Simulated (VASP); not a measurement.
# Ir3C in VASP: notebook, part 2 of 2

VASP 6.6.1. The steps go on from the part before.

## Step 3: Single point, LDA, collinear spin

The input, INCAR:

```
  PREC = Accurate
  ENCUT = 520
  EDIFF = 1E-6
  ISMEAR = 0
  SIGMA = 0.1
  LREAL = F
  LASPH = T
  NELM = 150
  ALGO = Normal
  ISIF = 2
  LWAVE = F
  LCHARG = F
  ISPIN = 2
  MAGMOM = 0 0 0 2
  LORBIT = 11
  LMAXMIX = 4
  LDIPOL = T
  IDIPOL = 3
  DIPOL = 0.5 0.5 0.331
  GGA = CA
  NBANDS = 28
```

The input, KPOINTS:

```
regular mesh
0
Gamma
  12 12 1
```

The input, POSCAR:

```
Ir3C
1.0
    2.6946510889      0.0000000000      0.0000000000
   -1.3473255444      2.3336362973      0.0000000000
    0.0000000000      0.0000000000     21.2769546740
Ir C
3 1
Direct
    0.6666666667      0.3333333333      0.1879968286
    0.3333333333      0.6666666667      0.2885049938
    0.0000000000      0.0000000000      0.3890103072
    0.6666666667     -0.6666666667      0.4590391258
```

Potentials or basis: VASP PAW LDA potentials, release 64 (Ir, C).

On the command line:

```
$ cat potpaw_LDA.64/Ir/POTCAR potpaw_LDA.64/C/POTCAR > POTCAR
$ mpirun -np 1 vasp_std > vasp.out
```

OUTCAR:

```text
PREC = Accurate
   ENCUT = 520
   EDIFF = 1E-6
   ISMEAR = 0
   LREAL = F
   LASPH = T
   NELM = 150
   ISIF = 2
   ISPIN = 2
   LORBIT = 11
   GGA = CA

 ion  position               nearest neighbor table
   1  0.667  0.333  0.188-   2 2.64   2 2.64   2 2.64
   2  0.333  0.667  0.289-   3 2.64   3 2.64   3 2.64   1 2.64   1 2.64   1 2.64
   3  0.000  0.000  0.389-   4 2.15   4 2.15   4 2.15   2 2.64   2 2.64   2 2.64
   4  0.667  0.333  0.459-   3 2.15   3 2.15   3 2.15

  LATTYP: Found a hexagonal cell.
 ALAT       =     2.6946510889
 C/A-ratio  =     7.8959961687

  Lattice vectors:

 A1 = (   2.6946510889,   0.0000000000,   0.0000000000)
 A2 = (  -1.3473255444,   2.3336362973,   0.0000000000)
 A3 = (   0.0000000000,   0.0000000000,  21.2769546740)

Analysis of symmetry for initial positions (statically):
=====================================================================
 Subroutine PRICEL returns:
 Original cell was already a primitive cell.

 Routine SETGRP: Setting up the symmetry group for a
 hexagonal supercell.

 Subroutine GETGRP returns: Found  6 space group operations
 (whereof  6 operations were pure point group operations)
 out of a pool of 24 trial point group operations.

The static configuration has the point symmetry C_3v.

Analysis of symmetry for dynamics (positions and initial velocities):
=====================================================================
 Subroutine PRICEL returns:
 Original cell was already a primitive cell.

 Routine SETGRP: Setting up the symmetry group for a
 hexagonal supercell.

 Subroutine GETGRP returns: Found  6 space group operations
 (whereof  6 operations were pure point group operations)
 out of a pool of 24 trial point group operations.

The dynamic configuration has the point symmetry C_3v.

Analysis of structural, dynamic, and magnetic symmetry:
[... 165 lines left out ...]

 val. band max:       -0.6441257899   @ k =   0.3333   0.2500   0.0000
 cond. band min:      -0.5626805452   @ k =   0.3333   0.3333   0.0000
 fundamental gap:      0.0814452447
 Fermi energy:        -0.5890975325

 spin component 1

 k-point     1 :       0.0000    0.0000    0.0000
  band No.  band energies     occupation
      1     -13.9430      1.00000
      2     -10.7175      1.00000
      3      -8.7605      1.00000
      4      -8.5592      1.00000
      5      -5.2373      1.00000
      6      -5.2373      1.00000
[... 559 lines left out ...]
     26      11.3786      0.00000
     27      11.5121      0.00000
 Fermi energy:        -0.5890975325

 spin component 2

 k-point     1 :       0.0000    0.0000    0.0000
  band No.  band energies     occupation
      1     -13.9431      1.00000
      2     -10.7176      1.00000
      3      -8.7606      1.00000
      4      -8.5593      1.00000
      5      -5.2374      1.00000
      6      -5.2374      1.00000
[... 559 lines left out ...]
     26      11.3780      0.00000
     27      11.5118      0.00000
 [bands above 27 left out]

------------------------ aborting loop because EDIFF is reached ----------------------------------------

 vacuum level on the upper side and lower side of the slab       (xc-potential included)         0.682        -0.894

  FORCE on cell =-STRESS in cart. coord.  units (eV):
  Direction    XX          YY          ZZ          XY          YZ          ZX
  --------------------------------------------------------------------------------------
  -------------------------------------------------------------------------------------
  Total       -0.7727553     -0.7727553      3.1255088     -0.0000000      0.0000000      0.0000000
  in kB       -9.2535297     -9.2535297     37.4270964     -0.0000000      0.0000000      0.0000000
  external PRESSURE =       6.3066790 kB  Pullay stress =       0.0000000 kB

 VOLUME and BASIS-vectors are now :
 -----------------------------------------------------------------------------
  energy-cutoff  :      520.00
  volume of cell :      133.80
      direct lattice vectors                 reciprocal lattice vectors
     2.694651089  0.000000000  0.000000000     0.371105559  0.214257895  0.000000000
    -1.347325544  2.333636297  0.000000000     0.000000000  0.428515789  0.000000000
     0.000000000  0.000000000 21.276954674     0.000000000  0.000000000  0.046999207

 POSITION                                       TOTAL-FORCE (eV/Angst)
 -----------------------------------------------------------------------------------
      1.34733      0.77788      4.00000         0.000000     -0.000000     -0.227235
     -0.00000      1.55576      6.13851         0.000000      0.000000     -2.138040
      0.00000      0.00000      8.27695         0.000000      0.000000      3.975675
      1.34733      0.77788      9.76695        -0.000000      0.000000     -1.610399
 -----------------------------------------------------------------------------------
    total drift:                                0.000000      0.000000     -0.000226

  FREE ENERGIE OF THE ION-ELECTRON SYSTEM (eV)
  ---------------------------------------------------
  free  energy   TOTEN  =       -35.9314603914 eV

  energy  without entropy=      -35.9201800782  energy(sigma->0) =      -35.92582023

 vacuum level on the upper side and lower side of the slab         6.763         5.204

 total charge

# of ion       s       p       d       tot
------------------------------------------
    1        0.685   0.621   6.955   8.261
    2        0.699   0.785   7.112   8.596
    3        0.710   0.868   7.155   8.733
    4        0.997   1.131   0.000   2.127
--------------------------------------------------
tot          3.091   3.404  21.222  27.717

 magnetization (x)

# of ion       s       p       d       tot
------------------------------------------
    1       -0.000  -0.000  -0.000  -0.000
    2       -0.000  -0.000  -0.000  -0.000
    3        0.000  -0.000   0.000   0.000
    4       -0.000  -0.000   0.000  -0.000
--------------------------------------------------
tot         -0.000  -0.000  -0.000  -0.000
```

OSZICAR:

```text
N       E                     dE             d eps       ncg     rms          rms(c)
DAV:   1     0.293534625081E+03    0.29353E+03   -0.12102E+04  2128   0.932E+02
DAV:   2    -0.181270665508E+02   -0.31166E+03   -0.26247E+03  2160   0.287E+02
DAV:   3    -0.382166101358E+02   -0.20090E+02   -0.18792E+02  2764   0.791E+01
DAV:   4    -0.389138090644E+02   -0.69720E+00   -0.68690E+00  2480   0.153E+01
[... 20 lines left out ...]
DAV:  25    -0.359314312584E+02   -0.53324E-05   -0.23160E-06  2080   0.106E-02    0.117E-02
DAV:  26    -0.359314410507E+02   -0.97923E-05   -0.88723E-07  1688   0.762E-03    0.667E-03
DAV:  27    -0.359314515013E+02   -0.10451E-04   -0.97918E-07  1684   0.886E-03    0.547E-03
DAV:  28    -0.359314595895E+02   -0.80882E-05   -0.14106E-06  1648   0.731E-03    0.762E-03
DAV:  29    -0.359314603914E+02   -0.80187E-06   -0.47131E-07  1696   0.811E-03
   1 F= -.35931460E+02 E0= -.35925820E+02  d E =-.112803E-01  mag=    -0.0003
```

stdout:

```text
POSCAR found type information on POSCAR IrC
 POSCAR found :  2 types and       4 ions
 scaLAPACK will be used
 LDA part: xc-table for (Slater(with rela. corr.)+CA(PZ))
 , standard interpolation
 POSCAR, INCAR and KPOINTS ok, starting setup
 FFT: planning ... GRIDC
 FFT: planning ... GRID_SOFT
 FFT: planning ... GRID
 WAVECAR not read
 entering main loop
```

Run time: 7.4 min. Hardware: 1 thread of Intel Xeon 8259CL, shared host; peak memory 0.28 GiB.

What came out:

```
Free energy                                           : -35.9315 eV
Largest force                                         : 3.976 eV/Å
Net moment                                            : 0.00 μB per cell
Valence electrons inside the program's atomic spheres : Ir 8.26, 8.60, 8.73; C 2.13
```

Forces on the atoms (eV/Å):
```
Ir   0.000  0.000 -0.227
Ir   0.000  0.000 -2.138
Ir   0.000  0.000  3.976
C    0.000  0.000 -1.610
```

Caveat: spin-orbit coupling is left out, which moves the levels of the heavy elements.

## Step 4: Single point, LDA, collinear spin

The input, INCAR:

```
SYSTEM = Ir3C
PREC = Accurate
ENCUT = 520
EDIFF = 1E-6
ISMEAR = 0
SIGMA = 0.1
LREAL = .False.
LASPH = .True.
NELM = 150
ALGO = Normal
ISIF = 2
LWAVE = .False.
LCHARG = .False.
ISPIN = 2
MAGMOM = 0 0 0 2
LORBIT = 11
LMAXMIX = 4
LDIPOL = .True.
IDIPOL = 3
DIPOL = 0.5 0.5 0.341
GGA = CA
NBANDS = 28
```

The input, KPOINTS:

```
Automatic mesh
0
Gamma
  12 12 1
  0 0 0
```

POSCAR: that of step 3 with these lines changed.

```diff
@@ -11,2 +11,2 @@
     0.0000000000      0.0000000000      0.3890103072
-    0.6666666667     -0.6666666667      0.4590391258
+    0.6666666667     -0.6666666667      0.4985184598
```

Potentials or basis: VASP PAW LDA potentials, release 64 (Ir, C).

On the command line:

```
$ cat potpaw_LDA.64/Ir/POTCAR potpaw_LDA.64/C/POTCAR > POTCAR
$ mpirun -np 1 vasp_std > vasp.out
```

OUTCAR:

```text
SYSTEM = Ir3C
   PREC = Accurate
   ENCUT = 520
   EDIFF = 1E-6
   ISMEAR = 0
   LREAL = .False.
   LASPH = .True.
   NELM = 150
   ISIF = 2
   ISPIN = 2
   LORBIT = 11
   GGA = CA

 ion  position               nearest neighbor table
   1  0.667  0.333  0.188-   2 2.64   2 2.64   2 2.64
   2  0.333  0.667  0.289-   3 2.64   3 2.64   3 2.64   1 2.64   1 2.64   1 2.64
   3  0.000  0.000  0.389-   2 2.64   2 2.64   2 2.64
   4  0.667  0.333  0.499-

  LATTYP: Found a hexagonal cell.
 ALAT       =     2.6946510889
 C/A-ratio  =     7.8959961687

  Lattice vectors:

 A1 = (   2.6946510889,   0.0000000000,   0.0000000000)
 A2 = (  -1.3473255444,   2.3336362973,   0.0000000000)
 A3 = (   0.0000000000,   0.0000000000,  21.2769546740)

Analysis of symmetry for initial positions (statically):
=====================================================================
 Subroutine PRICEL returns:
 Original cell was already a primitive cell.

 Routine SETGRP: Setting up the symmetry group for a
 hexagonal supercell.

 Subroutine GETGRP returns: Found  6 space group operations
 (whereof  6 operations were pure point group operations)
 out of a pool of 24 trial point group operations.

The static configuration has the point symmetry C_3v.

Analysis of symmetry for dynamics (positions and initial velocities):
=====================================================================
 Subroutine PRICEL returns:
 Original cell was already a primitive cell.

 Routine SETGRP: Setting up the symmetry group for a
 hexagonal supercell.

 Subroutine GETGRP returns: Found  6 space group operations
 (whereof  6 operations were pure point group operations)
 out of a pool of 24 trial point group operations.

The dynamic configuration has the point symmetry C_3v.

Analysis of structural, dynamic, and magnetic symmetry:
=====================================================================
 Subroutine PRICEL returns:
 Original cell was already a primitive cell.

[... 166 lines left out ...]

 spin component 1

 k-point     1 :       0.0000    0.0000    0.0000
  band No.  band energies     occupation
      1     -11.4543      1.00000
      2     -10.4773      1.00000
      3      -8.4373      1.00000
      4      -8.3021      1.00000
      5      -4.2925      1.00000
      6      -4.2925      1.00000
[... 559 lines left out ...]
     26      10.5645      0.00000
     27      11.1032      0.00000
 Fermi energy:        -0.1702550583

 spin component 2

 k-point     1 :       0.0000    0.0000    0.0000
  band No.  band energies     occupation
      1     -11.4544      1.00000
      2     -10.4773      1.00000
      3      -8.4373      1.00000
      4      -8.3021      1.00000
      5      -4.2926      1.00000
      6      -4.2926      1.00000
[... 559 lines left out ...]
     26      10.5644      0.00000
     27      11.1031      0.00000
 [bands above 27 left out]

------------------------ aborting loop because EDIFF is reached ----------------------------------------

 vacuum level on the upper side and lower side of the slab       (xc-potential included)         0.311        -0.329

  FORCE on cell =-STRESS in cart. coord.  units (eV):
  Direction    XX          YY          ZZ          XY          YZ          ZX
  --------------------------------------------------------------------------------------
  -------------------------------------------------------------------------------------
  Total       -4.9666633     -4.9666633     -4.3419695     -0.0000000      0.0000000     -0.0000000
  in kB      -59.4744072    -59.4744072    -51.9938734     -0.0000000      0.0000000     -0.0000000
  external PRESSURE =     -56.9808959 kB  Pullay stress =       0.0000000 kB

 VOLUME and BASIS-vectors are now :
 -----------------------------------------------------------------------------
  energy-cutoff  :      520.00
  volume of cell :      133.80
      direct lattice vectors                 reciprocal lattice vectors
     2.694651089  0.000000000  0.000000000     0.371105559  0.214257895  0.000000000
    -1.347325544  2.333636297  0.000000000     0.000000000  0.428515789  0.000000000
     0.000000000  0.000000000 21.276954674     0.000000000  0.000000000  0.046999207

 POSITION                                       TOTAL-FORCE (eV/Angst)
 -----------------------------------------------------------------------------------
      1.34733      0.77788      4.00000        -0.000000     -0.000000     -0.323959
     -0.00000      1.55576      6.13851         0.000000     -0.000000      0.234519
      0.00000      0.00000      8.27695        -0.000000      0.000000      2.318051
      1.34733      0.77788     10.60695         0.000000     -0.000000     -2.228611
 -----------------------------------------------------------------------------------
    total drift:                                0.000000      0.000000     -0.000063

  FREE ENERGIE OF THE ION-ELECTRON SYSTEM (eV)
  ---------------------------------------------------
  free  energy   TOTEN  =       -33.6908876774 eV

  energy  without entropy=      -33.6763986657  energy(sigma->0) =      -33.68364317

 vacuum level on the upper side and lower side of the slab         6.245         5.587

 total charge

# of ion       s       p       d       tot
------------------------------------------
    1        0.690   0.619   6.973   8.281
    2        0.696   0.796   7.040   8.533
    3        0.661   0.657   6.972   8.290
    4        1.052   0.879   0.000   1.931
--------------------------------------------------
tot          3.099   2.951  20.985  27.034

 magnetization (x)

# of ion       s       p       d       tot
------------------------------------------
    1       -0.000  -0.000  -0.000  -0.000
    2        0.000   0.000  -0.000  -0.000
    3        0.000   0.000   0.000   0.000
    4       -0.000  -0.000   0.000  -0.000
--------------------------------------------------
tot         -0.000  -0.000  -0.000  -0.000
```

OSZICAR:

```text
N       E                     dE             d eps       ncg     rms          rms(c)
DAV:   1     0.281833482806E+03    0.28183E+03   -0.12024E+04  2128   0.932E+02
DAV:   2    -0.168968819105E+02   -0.29873E+03   -0.25191E+03  2144   0.282E+02
DAV:   3    -0.350364445093E+02   -0.18140E+02   -0.16922E+02  2744   0.755E+01
DAV:   4    -0.355986183828E+02   -0.56217E+00   -0.53810E+00  2380   0.129E+01
[... 20 lines left out ...]
DAV:  25    -0.336908698527E+02   -0.14340E-04   -0.30918E-06  1992   0.808E-03    0.370E-03
DAV:  26    -0.336908798383E+02   -0.99856E-05   -0.74546E-07  1748   0.431E-03    0.436E-03
DAV:  27    -0.336908853390E+02   -0.55007E-05   -0.25522E-07  1672   0.372E-03    0.397E-03
DAV:  28    -0.336908870101E+02   -0.16711E-05   -0.16439E-07  1696   0.171E-03    0.304E-03
DAV:  29    -0.336908876774E+02   -0.66728E-06   -0.14584E-07  1688   0.174E-03
   1 F= -.33690888E+02 E0= -.33683643E+02  d E =-.144890E-01  mag=    -0.0002
```

Wall time 6.7 min (1 thread of Intel Xeon 8259CL, shared host); peak memory 0.29 GiB.

What came out:

* Free energy: -33.6909 eV
* Largest force: 2.318 eV/Å
* Net moment: 0.00 μB per cell
* Valence electrons inside the program's atomic spheres: Ir 8.28, 8.53, 8.29; C 1.93

Forces in eV/Å, atoms in the order of the input:
```
Ir   0.000  0.000 -0.324
Ir   0.000  0.000  0.235
Ir   0.000  0.000  2.318
C    0.000  0.000 -2.229
```

Caveat: spin-orbit coupling is left out, which moves the levels of the heavy elements.

## Step 5: Overview

```tsv
cell	gap on the mesh (eV)	moment (μB)	largest force (eV/Å)
as given, atomic positions A	none	0.08	0.31
as given, atomic positions B	none	0.00	3.98
as given, atomic positions C	none	0.00	2.32
```

Alike in all rows: task single point; level LDA; potentials or basis VASP PAW LDA potentials, release 64 (Ir, C); spin collinear; k mesh 12 × 12 × 1; cutoff (eV) 520; smearing gaussian 0.1 eV.

Caveats: spin-orbit coupling is left out, which moves the levels of the heavy elements.

Total energies depend on the potentials used, so only differences within one code and one set of settings carry meaning.

The gap in the log of VASP goes by the Fermi energy; the results here count the filled bands.